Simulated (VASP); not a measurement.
# C (R-3m) in VASP: a series of runs, part 2 of 2

VASP 6.6.1. Earlier steps stand in the parts before.

**3. Relaxation of cell and atoms, PBEsol**

This run uses another cell than the first one, of 8.74 Å³/atom, 0.934 times its volume.

Contents of INCAR:

```
PREC     = Accurate       # precision mode
ENCUT    = 600            # plane-wave cutoff, eV
EDIFF    = 1E-6           # SCF threshold, eV
ISMEAR   = -1             # smearing method
SIGMA    = 0.1            # smearing width, eV
LREAL    = False          # projectors in reciprocal space
LASPH    = True           # aspherical terms in the spheres
NELM     = 100            # most SCF steps
ALGO     = Normal         # electronic algorithm
ISIF     = 3              # what is computed and relaxed
LWAVE    = False          # write WAVECAR
LCHARG   = False          # write CHGCAR
GGA      = PS             # functional
IBRION   = 2              # ionic algorithm
NSW      = 80             # ionic steps
EDIFFG   = -0.03          # ionic threshold
```

Contents of KPOINTS:

```
Automatic mesh
0
Gamma
  12 12 12
```

Contents of POSCAR:

```
C
1.0
    1.2280290000      0.7090030000      3.3470110000
   -1.2280290000      0.7090030000      3.3470110000
    0.0000000000     -1.4180050000      3.3470110000
C
2
Direct
    0.8360000000      0.8360000000      0.8360000000
    0.1640000000      0.1640000000      0.1640000000
```

Potentials or basis: VASP PAW PBE potentials, release 64 (C).

Command:

```bash
> cat potpaw_PBE.64/C/POTCAR > POTCAR
> mpirun -np 1 vasp_std > vasp.out
```

OUTCAR:

```text
PREC = Accurate
   ENCUT = 600
   EDIFF = 1E-6
   ISMEAR = -1
   LREAL = False
   LASPH = True
   NELM = 100
   ISIF = 3
   GGA = PS
   IBRION = 2
   NSW = 80
   EDIFFG = -0.03

 ion  position               nearest neighbor table
   1  0.836  0.836  0.836-   2 1.42   2 1.42   2 1.42
   2  0.164  0.164  0.164-   1 1.42   1 1.42   1 1.42

  LATTYP: Found a trigonal (rhomboedric) cell.
 ALAT       =     3.6349997404
 COS(alpha) =     0.7717354484

  Lattice vectors:

 A1 = (   1.2280290000,   0.7090030000,   3.3470110000)
 A2 = (  -1.2280290000,   0.7090030000,   3.3470110000)
 A3 = (   0.0000000000,  -1.4180050000,   3.3470110000)

Analysis of symmetry for initial positions (statically):
=====================================================================
 Subroutine PRICEL returns:
 Original cell was already a primitive cell.

 Routine SETGRP: Setting up the symmetry group for a
 trigonal (rhombohedral) supercell.

 Subroutine GETGRP returns: Found 12 space group operations
 (whereof 12 operations were pure point group operations)
 out of a pool of 12 trial point group operations.

The static configuration has the point symmetry D_3d.

Analysis of symmetry for dynamics (positions and initial velocities):
[... 340 lines left out ...]
--------------------------------------- Ionic step       11  -------------------------------------------

 number of electron       8.0000000 magnetization

 Free energy of the ion-electron system (eV)
  ---------------------------------------------------
  ext. energy  EPLUGINS =         0.00000000
  ---------------------------------------------------
  free energy    TOTEN  =       -19.29083967 eV

  energy without entropy =      -19.28927224  energy(sigma->0) =      -19.29005596

 E-fermi :   4.1493     XC(G=0): -10.1581

 val. band max:        3.9106816719   @ k =  -0.3333   0.3333   0.0000
 cond. band min:       4.3869505070   @ k =  -0.3333   0.3333   0.0000
 fundamental gap:      0.4762688352
 Fermi energy:         4.1492764279

 k-point     1 :       0.0000    0.0000    0.0000
  band No.  band energies     occupation
      1     -15.4680      2.00000
      2      -2.7479      2.00000
      3       1.1675      2.00000
      4       1.1675      2.00000
      5       7.7807      0.00000
      6      12.5074      0.00000
      7      12.5074      0.00000
      8      15.6234      0.00000
[... 243 lines left out ...]
 k-point    24 :      -0.4167    0.1667    0.0000
  band No.  band energies     occupation
      1      -9.6746      2.00000
      2      -8.7239      2.00000
      3      -4.0615      2.00000
      4       2.5884      2.00000
      5       5.7275      0.00000
      6      14.2925      0.00000
      7      15.2661      0.00000
      8      16.2111      0.00000

 [... further k-points ...]

------------------------ aborting loop because EDIFF is reached ----------------------------------------

  FORCE on cell =-STRESS in cart. coord.  units (eV):
  Direction    XX          YY          ZZ          XY          YZ          ZX
  --------------------------------------------------------------------------------------
  -------------------------------------------------------------------------------------
  Total       -0.0267930     -0.0267930     -0.0031491      0.0000000     -0.0000000      0.0000000
  in kB       -2.3052629     -2.3052615     -0.2709433      0.0000000     -0.0000000      0.0000000
  external PRESSURE =      -1.6271559 kB  Pullay stress =       0.0000000 kB
[... 17 lines left out ...]
  FREE ENERGIE OF THE ION-ELECTRON SYSTEM (eV)
  ---------------------------------------------------
  free  energy   TOTEN  =       -19.2908396698 eV

  energy  without entropy=      -19.2892722430  energy(sigma->0) =      -19.29005596

 reached required accuracy - stopping structural energy minimisation
```

OSZICAR:

```text
N       E                     dE             d eps       ncg     rms          rms(c)
DAV:   1     0.107610895701E+02    0.10761E+02   -0.52028E+03  3072   0.103E+03
DAV:   2    -0.200676748764E+02   -0.30829E+02   -0.29078E+02  4536   0.141E+02
DAV:   3    -0.204586576572E+02   -0.39098E+00   -0.39094E+00  3624   0.198E+01
[... 77 lines left out ...]
       N       E                     dE             d eps       ncg     rms          rms(c)
DAV:   1    -0.192913197108E+02   -0.52494E-03   -0.23619E-02  3024   0.135E+00    0.905E-02
DAV:   2    -0.192909760160E+02    0.34369E-03   -0.49705E-04  3416   0.180E-01    0.466E-02
DAV:   3    -0.192908398900E+02    0.13613E-03   -0.52288E-04  3288   0.156E-01    0.151E-02
DAV:   4    -0.192908396698E+02    0.22022E-06   -0.73555E-06  3648   0.244E-02
  11 F= -.19290840E+02 E0= -.19290056E+02  d E =-.280473E-03
```

It took 2.5 min on 1 thread of Intel Xeon Platinum 8559C (Emerald Rapids), shared host; peak memory 0.17 GiB.

Results:

| Quantity | Value |
| --- | --- |
| Free energy | -19.2908 eV |
| Relaxed volume | 9.31 Å³/atom |
| Relaxed cell | a = 3.825 Å, b = 3.825 Å, c = 3.825 Å, α = 37.53°, β = 37.53°, γ = 37.53° |
| Space group after relaxing (to 0.05 Å) | R-3m (No. 166) |
| Energy gained by relaxing | 12.5 meV/atom |
| Ionic steps | 11 |
| Pressure after relaxing | -0.2 GPa |
| Largest force after relaxing | 0.008 eV/Å |
| Band gap on the k mesh | 0.48 eV, direct |

Forces on the atoms (eV/Å):
```
C    0.000  0.000  0.008
C    0.000  0.000 -0.008
```

Stress tensor (GPa, compression positive):
```
-0.23  0.00  0.00
 0.00 -0.23  0.00
 0.00  0.00 -0.03
```

Step by step:
| step | energy change (eV) | largest force (eV/Å) | pressure (GPa) | volume (Å³) |
| --- | --- | --- | --- | --- |
| 1 | 0.0000 | 0.8581 | 1.41 | 17.48 |
| 2 | -0.0132 | 0.5116 | -2.58 | 17.68 |
| 3 | -0.0224 | 0.0252 | -0.94 | 17.60 |
| 4 | -0.0216 | 0.0509 | 2.85 | 17.49 |
| 5 | -0.0228 | 0.0037 | 0.51 | 17.56 |
| 6 | -0.0230 | 0.0080 | 0.40 | 17.60 |
| 7 | -0.0236 | 0.0209 | 0.41 | 17.73 |
| 8 | -0.0245 | 0.0477 | 0.27 | 17.99 |
| 9 | -0.0247 | 0.1039 | 0.11 | 18.50 |
| 10 | -0.0249 | 0.0497 | -0.03 | 18.57 |
| 11 | -0.0250 | 0.0081 | -0.16 | 18.62 |

Final structure:
```cif
data_structure
_symmetry_space_group_name_H-M 'P 1'
_symmetry_Int_Tables_number 1
_cell_length_a 3.8249
_cell_length_b 3.8249
_cell_length_c 3.8249
_cell_angle_alpha 37.527
_cell_angle_beta 37.527
_cell_angle_gamma 37.527
_cell_volume 18.62
loop_
_atom_site_label
_atom_site_type_symbol
_atom_site_fract_x
_atom_site_fract_y
_atom_site_fract_z
_atom_site_occupancy
C1 C 0.83335 0.83335 0.83335 1
C2 C 0.16665 0.16665 0.16665 1
```

Levels at points of the mesh, in eV from the valence-band top:
| k point | band 2 | band 3 | band 4 | band 5 | band 6 | band 7 |
| --- | --- | --- | --- | --- | --- | --- |
| (0.00, 0.00, 0.00) | -6.66 | -2.74 | -2.74 | 3.87 | 8.60 | 8.60 |
| (0.50, 0.00, 0.00) | -13.05 | -6.15 | -1.87 | 2.16 | 7.79 | 11.67 |
| (0.50, 0.50, 0.00) | -13.00 | -6.18 | -2.39 | 1.59 | 7.53 | 12.94 |
| (0.50, 0.50, 0.50) | -8.15 | -2.75 | -2.75 | 8.56 | 8.57 | 9.31 |

Caveat: the PAW data sets were made with another functional, which shifts forces and pressure a little. Zero-point motion and thermal expansion aren't in these numbers.
